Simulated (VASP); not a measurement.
# Al (Fm-3m) in VASP: further runs

Al is run at these levels: PBE, r2SCAN; tasks: single point.

Program: VASP 6.6.1. These are calculated values, not measurements. Logs are shortened: lines on timing, memory, paths and dates and some standing lists are left out, and cuts for length are marked.

### 1 The cell of the first run

The structure is cubic, space group Fm-3m (No. 225). Conventional cell: a = 4.039 Å, b = 4.039 Å, c = 4.039 Å, α = 90.00°, β = 90.00°, γ = 90.00°. Within 3.8 Å of Al (site symmetry m-3m) lie 12 Al at 2.86 Å.

### 2 Single point, PBE, collinear spin, ferromagnetic start

The input, INCAR:

```
PREC = Accurate
ENCUT = 500
EDIFF = 1E-6
ISMEAR = 0
SIGMA = 0.1
LREAL = False
LASPH = True
NELM = 200
ALGO = Normal
ISIF = 2
LWAVE = False
LCHARG = True
ISPIN = 2
MAGMOM = 2
LORBIT = 11
GGA = PE
LELF = True
LVHAR = True
NBANDS = 12
GGA_COMPAT = False
```

The input, KPOINTS:

```
Automatic mesh
0
Gamma
  6 6 6
```

The input, POSCAR:

```
Al
1.0
    0.0000000000      2.0194648466      2.0194648466
    2.0194648466      0.0000000000      2.0194648466
    2.0194648466      2.0194648466      0.0000000000
Al
1
Direct
    0.0000000000      0.0000000000      0.0000000000
```

Potentials or basis: VASP PAW PBE potentials, release 64 (Al).

The run is started by

```bash
cat potpaw_PBE.64/Al/POTCAR > POTCAR
mpirun -np 1 vasp_std > vasp.out
```

OUTCAR:

```text
PREC = Accurate
   ENCUT = 500
   EDIFF = 1E-6
   ISMEAR = 0
   LREAL = False
   LASPH = True
   NELM = 200
   ISIF = 2
   ISPIN = 2
   LORBIT = 11
   GGA = PE

 ion  position               nearest neighbor table
   1  0.000  0.000  0.000-

  LATTYP: Found a face centered cubic cell.
 ALAT       =     4.0389296932

  Lattice vectors:

 A1 = (   0.0000000000,   2.0194648466,   2.0194648466)
 A2 = (   2.0194648466,   0.0000000000,   2.0194648466)
 A3 = (   2.0194648466,   2.0194648466,   0.0000000000)

Analysis of symmetry for initial positions (statically):
=====================================================================
 Subroutine PRICEL returns:
 Original cell was already a primitive cell.

 Routine SETGRP: Setting up the symmetry group for a
 face centered cubic supercell.

 Subroutine GETGRP returns: Found 48 space group operations
 (whereof 48 operations were pure point group operations)
 out of a pool of 48 trial point group operations.

The static configuration has the point symmetry O_h .

Analysis of symmetry for dynamics (positions and initial velocities):
=====================================================================
 Subroutine PRICEL returns:
 Original cell was already a primitive cell.

 Routine SETGRP: Setting up the symmetry group for a
 face centered cubic supercell.

 Subroutine GETGRP returns: Found 48 space group operations
 (whereof 48 operations were pure point group operations)
 out of a pool of 48 trial point group operations.

The dynamic configuration has the point symmetry O_h .

Analysis of structural, dynamic, and magnetic symmetry:
=====================================================================
 Subroutine PRICEL returns:
 Original cell was already a primitive cell.

 Routine SETGRP: Setting up the symmetry group for a
 face centered cubic supercell.

 Subroutine GETGRP returns: Found 48 space group operations
 (whereof 48 operations were pure point group operations)
 out of a pool of 48 trial point group operations.

The overall configuration has the point symmetry O_h .

 Subroutine INISYM returns: Found 48 space group operations
 (whereof 48 operations are pure point group operations),
 and found     1 'primitive' translations

----------------------------------------------------------------------------------------

                                     Primitive cell

  volume of cell :      16.4717

  direct lattice vectors                    reciprocal lattice vectors
     0.000000000  2.019464847  2.019464847    -0.247590346  0.247590346  0.247590346
     2.019464847  0.000000000  2.019464847     0.247590346 -0.247590346  0.247590346
     2.019464847  2.019464847  0.000000000     0.247590346  0.247590346 -0.247590346

  length of vectors
     2.855954575  2.855954575  2.855954575     0.428839059  0.428839059  0.428839059

  position of ions in fractional coordinates (direct lattice)
     0.000000000  0.000000000  0.000000000

  ion indices of the primitive-cell ions
   primitive index   ion index
                 1           1

----------------------------------------------------------------------------------------

 KPOINTS: Automatic mesh

Automatic generation of k-mesh.
 Grid dimensions read from file:
 generate k-points for:    6    6    6

 Generating k-lattice:

  Cartesian coordinates                     Fractional coordinates (reciprocal lattice)
    -0.041265058  0.041265058  0.041265058     0.166666667  0.000000000  0.000000000
     0.041265058 -0.041265058  0.041265058     0.000000000  0.166666667  0.000000000
     0.041265058  0.041265058 -0.041265058     0.000000000  0.000000000  0.166666667

  Length of vectors
     0.071473176  0.071473176  0.071473176

  Shift w.r.t. Gamma in fractional coordinates (k-lattice)
     0.000000000  0.000000000  0.000000000

 Subroutine IBZKPT returns following result:
 ===========================================

 Found     16 irreducible k-points:

 Following reciprocal coordinates:
            Coordinates               Weight
  0.000000  0.000000  0.000000      1.000000
  0.166667  0.000000  0.000000      8.000000
  0.333333  0.000000  0.000000      8.000000
  0.500000  0.000000  0.000000      4.000000
  0.166667  0.166667  0.000000      6.000000
  0.333333  0.166667  0.000000     24.000000
[... 8 lines left out ...]
 -0.333333  0.333333  0.166667     24.000000
 -0.333333  0.500000  0.166667     12.000000
   k-points           NKPTS =     16   k-points in BZ     NKDIM =     16   number of bands    NBANDS=     12
   number of dos      NEDOS =    301   number of ions     NIONS =      1
   total plane-waves  NPLWV =  13824
   dimension x,y,z NGX =    24 NGY =   24 NGZ =   24
   dimension x,y,z NGXF=    48 NGYF=   48 NGZF=   48
   ions per type =               1
   NGX,Y,Z   is equivalent  to a cutoff of  13.97, 13.97, 13.97 a.u.
   NGXF,Y,Z  is equivalent  to a cutoff of  27.94, 27.94, 27.94 a.u.
 SYSTEM =  unknown system
   PREC   = accura    normal or accurate (medium, high low for compatibility)
   ISTART =      0    job   : 0-new  1-cont  2-samecut
   ICHARG =      2    charge: 1-file 2-atom 10-const
   ISPIN  =      2    spin polarized calculation?
   LNONCOLLINEAR =      F non collinear calculations
   LSORBIT =      F    spin-orbit coupling
   LASPH  =      T    aspherical Exc in radial PAW
   ENCUT  =  500.0 eV  36.75 Ry    6.06 a.u.   5.21  5.21  5.21*2*pi/ulx,y,z
   NELM   =    200;   NELMIN=  2; NELMDL= -5     # of ELM steps
   EDIFF  = 0.1E-05   stopping-criterion for ELM
   LREAL  =      F    real-space projection
   EDIFFG = 0.1E-04   stopping-criterion for IOM
   NSW    =      0    number of steps for IOM
   IBRION =     -1    ionic relax: 0-MD 1-quasi-New 2-CG
   NFREE  =      0    steps in history (QN), initial steepest desc. (CG)
   ISIF   =      2    stress and relaxation
   ISYM   =      2    0-nonsym 1-usesym 2-fastsym
   POTIM  = 0.5000    time-step for ionic-motion
   TEBEG  =    0.0;   TEEND  =   0.0 temperature during run
   PSTRESS=    0.0 pullay stress
   NELECT =       3.0000    total number of electrons
   NUPDOWN=      -1.0000    fix difference up-down
   EMIN   =  10.00;   EMAX   =-10.00  energy-range for DOS
   EFERMI =   0.00;   METHOD = LEGACY
   ISMEAR =     0;   SIGMA  =   0.10  broadening in eV -4-tet -1-fermi 0-gaus
   EFERMI_NEDOS =   21; number of points for ismear=-14 and -15
   IALGO  =     38    algorithm
   IMIX   =      4    mixing-type and parameters
     AMIX     =   0.40;   BMIX     =  1.00
     AMIX_MAG =   1.60;   BMIX_MAG =  1.00
  volume/ion in A,a.u.               =      16.47       111.16
  Fermi-wavevector in a.u.,A,eV,Ry     =   0.927974  1.753616 11.716453  0.861135
  Thomas-Fermi vector in A             =   2.054101
   LORBIT       =     11    0 simple, 1 ext, 2 COOP (PROOUT), +10 PAW based schemes
   GGA     = PE    functional components
   LHFCALC =     F    Hartree Fock is set to
   AEXX    =    0.0000 exact exchange contribution
   IVDW    =     0    specifies the selected vdW correction
   LEPSILON=     F    determine dielectric tensor
   LRPA    =     F    only Hartree local field effects (RPA)
 spin polarized calculation
 Gauss-broadening in eV      SIGMA  =   0.10
  energy-cutoff  :      500.00
  volume of cell :       16.47
 maximum number of plane-waves:       444
 NGX is ok and might be reduce to    24
   NGX = 11   NGY = 11   NGZ = 11

 number of electron       3.0000000 magnetization       0.0029724

 number of electron       3.0000000 magnetization      -0.0007608

 Free energy of the ion-electron system (eV)
  ---------------------------------------------------
  ext. energy  EPLUGINS =         0.00000000
  ---------------------------------------------------
  free energy    TOTEN  =        -3.81239816 eV

  energy without entropy =       -3.80888617  energy(sigma->0) =       -3.81064216

 E-fermi :   8.3944     XC(G=0): -10.2032

 val. band max:        7.3681738258   @ k =  -0.3333   0.5000   0.1667
 cond. band min:       8.4142670725   @ k =  -0.3333   0.3333   0.0000
 fundamental gap:      1.0460932466
 Fermi energy:         8.3943792362

 spin component 1

 k-point     1 :       0.0000    0.0000    0.0000
  band No.  band energies     occupation
      1      -3.1285      1.00000
      2      20.6459      0.00000
      3      20.6459      0.00000
      4      20.6459      0.00000
      5      22.1528      0.00000
      6      22.1528      0.00000
      7      22.1528      0.00000
      8      24.4921      0.00000
      9      27.4533      0.00000
     10      27.4533      0.00000
     11      30.3319      0.00000
     12      32.6824      0.00000
[... 211 lines left out ...]
 k-point    16 :      -0.3333    0.5000    0.1667
  band No.  band energies     occupation
      1       6.0124      1.00000
      2       7.3682      1.00000
      3       8.7913      0.00000
      4      10.3808      0.00000
      5      19.9572      0.00000
      6      21.8191      0.00000
      7      28.0912      0.00000
      8      29.1386      0.00000
      9      35.1239      0.00000
     10      39.9702      0.00000
     11      41.9813      0.00000
     12      42.1843      0.00000
 Fermi energy:         8.3943792362

 spin component 2

 k-point     1 :       0.0000    0.0000    0.0000
  band No.  band energies     occupation
      1      -3.1294      1.00000
      2      20.6452      0.00000
      3      20.6452      0.00000
      4      20.6452      0.00000
      5      22.1515      0.00000
      6      22.1515      0.00000
      7      22.1515      0.00000
      8      24.4925      0.00000
      9      27.4521      0.00000
     10      27.4521      0.00000
     11      30.3298      0.00000
     12      32.6814      0.00000
[... 211 lines left out ...]
 k-point    16 :      -0.3333    0.5000    0.1667
  band No.  band energies     occupation
      1       6.0118      1.00000
      2       7.3668      1.00000
      3       8.7907      0.00000
      4      10.3797      0.00000
      5      19.9566      0.00000
      6      21.8178      0.00000
      7      28.0906      0.00000
      8      29.1372      0.00000
      9      35.1231      0.00000
     10      39.9685      0.00000
     11      41.9802      0.00000
     12      42.1838      0.00000

------------------------ aborting loop because EDIFF is reached ----------------------------------------

  FORCE on cell =-STRESS in cart. coord.  units (eV):
  Direction    XX          YY          ZZ          XY          YZ          ZX
  --------------------------------------------------------------------------------------
  -------------------------------------------------------------------------------------
  Total        0.0601754      0.0601754      0.0601754      0.0000000      0.0000000     -0.0000000
  in kB        5.8531649      5.8531649      5.8531649      0.0000000      0.0000000     -0.0000000
  external PRESSURE =       5.8531649 kB  Pullay stress =       0.0000000 kB

 VOLUME and BASIS-vectors are now :
 -----------------------------------------------------------------------------
  energy-cutoff  :      500.00
  volume of cell :       16.47
      direct lattice vectors                 reciprocal lattice vectors
     0.000000000  2.019464847  2.019464847    -0.247590346  0.247590346  0.247590346
     2.019464847  0.000000000  2.019464847     0.247590346 -0.247590346  0.247590346
     2.019464847  2.019464847  0.000000000     0.247590346  0.247590346 -0.247590346

 POSITION                                       TOTAL-FORCE (eV/Angst)
 -----------------------------------------------------------------------------------
      0.00000      0.00000      0.00000         0.000000      0.000000     -0.000000
 -----------------------------------------------------------------------------------
    total drift:                                0.000000     -0.000000     -0.000000

  FREE ENERGIE OF THE ION-ELECTRON SYSTEM (eV)
  ---------------------------------------------------
  free  energy   TOTEN  =        -3.8123981574 eV

  energy  without entropy=       -3.8088861671  energy(sigma->0) =       -3.81064216

 total charge

# of ion       s       p       d       tot
------------------------------------------
    1        0.440   0.332   0.000   0.772

 magnetization (x)

# of ion       s       p       d       tot
------------------------------------------
    1       -0.000  -0.000   0.000  -0.000
```

It took 19 s on 1 thread of AMD EPYC 7R13, shared host; peak memory 0.11 GiB.

Results:

| Property | Result |
| --- | --- |
| Free energy | -3.8124 eV |
| Pressure | 0.6 GPa |
| Net moment | 0.00 μB per cell |
| Valence electrons inside the program's atomic spheres | Al 0.77 |

Caveat: the k points lie up to 0.45 Å⁻¹ apart.

### 3 Single point, r2SCAN

POSCAR is that of step 2.

The input, INCAR.step1:

```
PREC = Accurate
ENCUT = 550
ISMEAR = 0
SIGMA = 0.1
LREAL = False
LASPH = True
NELM = 120
NBANDS = 8
GGA = PE
ALGO = Normal
EDIFF = 1E-5
LWAVE = True
LCHARG = False
GGA_COMPAT = False
```

The input, INCAR.step2:

```
PREC = Accurate
ENCUT = 550
EDIFF = 1E-6
ISMEAR = 0
SIGMA = 0.1
LREAL = False
LASPH = True
NELM = 120
ALGO = Normal
ISIF = 2
LWAVE = False
LCHARG = False
METAGGA = R2SCAN
LMIXTAU = True
NBANDS = 8
ISTART = 1
GGA_COMPAT = False
```

The input, KPOINTS:

```
regular mesh
0
Gamma
  10 10 10
```

Potentials or basis: VASP PAW PBE potentials, release 64 (Al).

The run is started by

```bash
cat potpaw_PBE.64/Al/POTCAR > POTCAR
cp INCAR.step1 INCAR
mpirun -np 1 vasp_std > vasp.out
cp INCAR.step2 INCAR
mpirun -np 1 vasp_std > vasp.out
```

Wall time 58 s (1 thread of AMD EPYC 7R13, shared host); peak memory 0.11 GiB.

Results (log left out):

| Property | Result |
| --- | --- |
| Free energy | -6.7159 eV |
| Pressure | -3.8 GPa |

Levels at points of the mesh, in eV from the Fermi level:
| k point | band 1 | band 2 | band 3 | band 4 | band 5 | band 6 |
| --- | --- | --- | --- | --- | --- | --- |
| (0.00, 0.00, 0.00) | -11.96 | 13.22 | 13.22 | 13.22 | 15.14 | 15.14 |
| (0.50, 0.00, 0.00) | -5.12 | -4.65 | 11.98 | 11.98 | 12.22 | 12.22 |
| (0.50, 0.50, 0.00) | -3.28 | -1.76 | 5.35 | 5.90 | 5.90 | 9.81 |

Caveat: the PAW data sets were made with another functional, which shifts forces and pressure a little.

### 4 Single point, PBE

The input, INCAR:

```
SYSTEM = Al
PREC = Accurate ; ENCUT = 500
EDIFF = 1E-6 ; ISMEAR = 0
SIGMA = 0.1 ; LREAL = .FALSE.
LASPH = .TRUE. ; NELM = 120
ALGO = Normal ; ISIF = 2
LWAVE = .FALSE. ; LCHARG = .TRUE.
GGA = PE ; LELF = .TRUE.
LVHAR = .TRUE. ; NBANDS = 8
GGA_COMPAT = .FALSE.
```

The input, KPOINTS:

```
Automatic mesh
0
G
  4 4 4
  0 0 0
```

POSCAR is that of step 3.

Potentials or basis: VASP PAW PBE potentials, release 64 (Al).

The run is started by

```bash
cat potpaw_PBE.64/Al/POTCAR > POTCAR
mpirun -np 1 vasp_std > vasp.out
```

OUTCAR:

```text
SYSTEM = Al
   PREC = Accurate
   ENCUT = 500
   EDIFF = 1E-6
   ISMEAR = 0
   LREAL = .FALSE.
   LASPH = .TRUE.
   NELM = 120
   ISIF = 2
   GGA = PE

 ion  position               nearest neighbor table
   1  0.000  0.000  0.000-

  LATTYP: Found a face centered cubic cell.
 ALAT       =     4.0389296932

  Lattice vectors:

 A1 = (   0.0000000000,   2.0194648466,   2.0194648466)
 A2 = (   2.0194648466,   0.0000000000,   2.0194648466)
 A3 = (   2.0194648466,   2.0194648466,   0.0000000000)

[... 249 lines left out ...]
      8      26.4489      0.00000

------------------------ aborting loop because EDIFF is reached ----------------------------------------

  FORCE on cell =-STRESS in cart. coord.  units (eV):
  Direction    XX          YY          ZZ          XY          YZ          ZX
  --------------------------------------------------------------------------------------
  -------------------------------------------------------------------------------------
  Total        0.0934572      0.0934572      0.0934572     -0.0000000     -0.0000000     -0.0000000
  in kB        9.0904277      9.0904277      9.0904277     -0.0000000     -0.0000000     -0.0000000
  external PRESSURE =       9.0904277 kB  Pullay stress =       0.0000000 kB

 VOLUME and BASIS-vectors are now :
 -----------------------------------------------------------------------------
  energy-cutoff  :      500.00
  volume of cell :       16.47
      direct lattice vectors                 reciprocal lattice vectors
     0.000000000  2.019464847  2.019464847    -0.247590346  0.247590346  0.247590346
     2.019464847  0.000000000  2.019464847     0.247590346 -0.247590346  0.247590346
     2.019464847  2.019464847  0.000000000     0.247590346  0.247590346 -0.247590346

 POSITION                                       TOTAL-FORCE (eV/Angst)
 -----------------------------------------------------------------------------------
      0.00000      0.00000      0.00000         0.000000      0.000000      0.000000
 -----------------------------------------------------------------------------------
    total drift:                                0.000000      0.000000      0.000000

  FREE ENERGIE OF THE ION-ELECTRON SYSTEM (eV)
  ---------------------------------------------------
  free  energy   TOTEN  =        -3.4598718877 eV

  energy  without entropy=       -3.4439210030  energy(sigma->0) =       -3.45189645
```

stdout:

```text
POSCAR found type information on POSCAR Al
 POSCAR found :  1 types and       1 ions
 scaLAPACK will be used
 LDA part: xc-table for (Slater+PW92), standard interpolation
 POSCAR, INCAR and KPOINTS ok, starting setup
 FFT: planning ... GRIDC
 FFT: planning ... GRID_SOFT
 FFT: planning ... GRID
 WAVECAR not read
 entering main loop
```

Wall time 1.6 s (1 thread of AMD EPYC 9R45 (Zen 5), shared host); peak memory 0.1 GiB.

What came out:

* Free energy: -3.4599 eV
* Pressure: 0.9 GPa

Caveat: the k points lie up to 0.67 Å⁻¹ apart.

### 5 Single point, PBE

The input, INCAR:

```
  ALGO = Normal
  EDIFF = 1E-6
  ENCUT = 500
  GGA = PE
  GGA_COMPAT = F
  ISIF = 2
  ISMEAR = 1
  LASPH = T
  LCHARG = T
  LELF = T
  LREAL = F
  LVHAR = T
  LWAVE = F
  NBANDS = 8
  NELM = 120
  PREC = Accurate
  SIGMA = 0.2
```

The input, KPOINTS:

```
k-points
0
Gamma
  3 3 3
```

Edit POSCAR of step 4 so:

```diff
@@ -8,2 +8,2 @@
 Direct
-    0.0000000000      0.0000000000      0.0000000000
+   -0.1237951730      0.1237951730      0.1237951730
```

The run is started by

```bash
cat potpaw_PBE.64/Al/POTCAR > POTCAR
mpirun -np 1 vasp_std > vasp.out
```

Wall time 1.4 s (1 thread of AMD EPYC 9R45 (Zen 5), shared host); peak memory 0.1 GiB.

The run converged. Its results:

```yaml
Free_energy: -3.1664 eV
Pressure: -0.6 GPa
```

Levels at points of the mesh, in eV from the Fermi level:
| k point | band 1 | band 2 | band 3 | band 4 | band 5 |
| --- | --- | --- | --- | --- | --- |
| (0.00, 0.00, 0.00) | -11.44 | 12.33 | 12.33 | 12.33 | 13.83 |

Caveat: the k points lie up to 0.90 Å⁻¹ apart.

### 6 Overview

```tsv
level	spin	k mesh	cutoff (eV)	smearing	gap on the mesh (eV)	pressure (GPa)
PBE	collinear, ferromagnetic start	6 × 6 × 6	500	gaussian 0.1 eV	none	0.6
r2SCAN	off	10 × 10 × 10	550	gaussian 0.1 eV	none	-3.8
PBE	off	4 × 4 × 4	500	gaussian 0.1 eV	none	0.9
PBE	off	3 × 3 × 3	500	methfessel-paxton 0.2 eV	none	-0.6
```

Alike in all rows: task single point; potentials or basis VASP PAW PBE potentials, release 64 (Al); cell as given.

Caveats: some runs use coarse meshes; the PAW data sets were made with another functional, which shifts forces and pressure a little (some runs).

Total energies depend on the potentials used, so only differences within one code and one set of settings carry meaning.
